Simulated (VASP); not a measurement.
# GaN (F-43m) in VASP: settings compared, part 3 of 3

VASP 6.6.1. Earlier steps stand in the parts before.

## Step 6: Single point, r2SCAN

POSCAR reads:

```
GaN
1.0
    0.0000000000      2.2489526313      2.2489526313
    2.2489526313      0.0000000000      2.2489526313
    2.2489526313      2.2489526313      0.0000000000
Ga N
1 1
Direct
    0.0000000000      0.0000000000      0.0000000000
    0.7500000000      0.7500000000      0.7500000000
```

INCAR.step1 reads:

```
SYSTEM = GaN
PREC = Accurate
ENCUT = 910
ISMEAR = 0
SIGMA = 0.01
LREAL = .False.
LASPH = .True.
NELM = 120
NBANDS = 16
GGA = PE
ALGO = Normal
EDIFF = 1E-5
LWAVE = .True.
LCHARG = .False.
GGA_COMPAT = .False.
```

INCAR.step2 reads:

```
SYSTEM = GaN
PREC = Accurate
ENCUT = 910
EDIFF = 1E-6
ISMEAR = 0
SIGMA = 0.01
LREAL = .False.
LASPH = .True.
NELM = 120
ALGO = Normal
ISIF = 2
LWAVE = .False.
LCHARG = .True.
METAGGA = R2SCAN
LMIXTAU = .True.
LELF = .True.
LVHAR = .True.
NBANDS = 16
ISTART = 1
GGA_COMPAT = .False.
```

KPOINTS reads:

```
Automatic mesh
0
Gamma
  10 10 10
  0 0 0
```

Potentials or basis: VASP PAW PBE potentials, release 64 (Ga_d, N_h).

Run with:

```console
> cat potpaw_PBE.64/Ga_d/POTCAR potpaw_PBE.64/N_h/POTCAR > POTCAR
> cp INCAR.step1 INCAR
> mpirun -np 1 vasp_std > vasp.out
> cp INCAR.step2 INCAR
> mpirun -np 1 vasp_std > vasp.out
```

It took 96 s on 1 thread of Intel Xeon 6975P-C (Granite Rapids), shared host; peak memory 0.2 GiB.

Results (log left out):

```
Free energy            : -21.8962 eV
Pressure               : 1.0 GPa
Band gap on the k mesh : 2.16 eV, direct
```

Levels at points of the mesh, in eV from the valence-band top:
```csv
k point,band 5,band 6,band 7,band 8,band 9,band 10,band 11,band 12,band 13,band 14
"(0.00, 0.00, 0.00)",-13.48,-13.48,0.00,0.00,0.00,2.16,11.04,11.04,11.04,18.64
"(0.50, 0.00, 0.00)",-13.43,-12.35,-7.19,-1.00,-1.00,5.20,9.47,11.03,11.03,16.56
"(0.50, 0.50, 0.00)",-13.40,-11.97,-6.24,-2.80,-2.80,3.77,7.28,12.62,15.01,15.01
```

Caveat: the cutoff is under 1.25 times the usual one of these potentials, so pressure, stress and relaxed cells hold a basis-set (Pulay) error; the PAW data sets were made with another functional, which shifts forces and pressure a little.

## Step 7: Overview

| level | potentials or basis | k mesh | cutoff (eV) | smearing | second run | grid for exact exchange (PRECFOCK) | screening parameter | gap on the mesh (eV) | pressure (GPa) |
| --- | --- | --- | --- | --- | --- | --- | --- | --- | --- |
| r2SCAN | VASP PAW PBE potentials, release 64 (Ga_d, N_h) | 8 × 8 × 8 | 910 | fermi-dirac 0.02 eV | hard_potentials | - | - | 2.16 | 1.0 |
| LDA | VASP PAW LDA potentials, release 64 (Ga_d, N_h) | 10 × 10 × 10 | 910 | gaussian 0.01 eV | hard_potentials | - | - | 1.79 | -4.6 |
| HSE06 | VASP PAW PBE potentials, release 64 (Ga_d, N) | 6 × 6 × 6 | 520 | gaussian 0.01 eV | - | Normal | 0.2079 1/Å | 3.02 | -0.1 |
| PBE0 | VASP PAW PBE potentials, release 64 (Ga_d, N) | 6 × 6 × 6 | 520 | gaussian 0.01 eV | - | Normal | - | 3.75 | -0.3 |
| r2SCAN | VASP PAW PBE potentials, release 64 (Ga_d, N_h) | 10 × 10 × 10 | 910 | gaussian 0.01 eV | hard_potentials | - | - | 2.16 | 1.0 |

Alike in all rows: task single point; no spin polarisation; cell a = 3.180 Å, angles 60.0°, 2 atoms.

Caveats: the PAW data sets were made with another functional, which shifts forces and pressure a little (some runs); the cutoff is under 1.25 times the usual one of these potentials, so pressure, stress and relaxed cells hold a basis-set (Pulay) error (some runs).

Absolute energies hang on the potentials; compare differences alone.
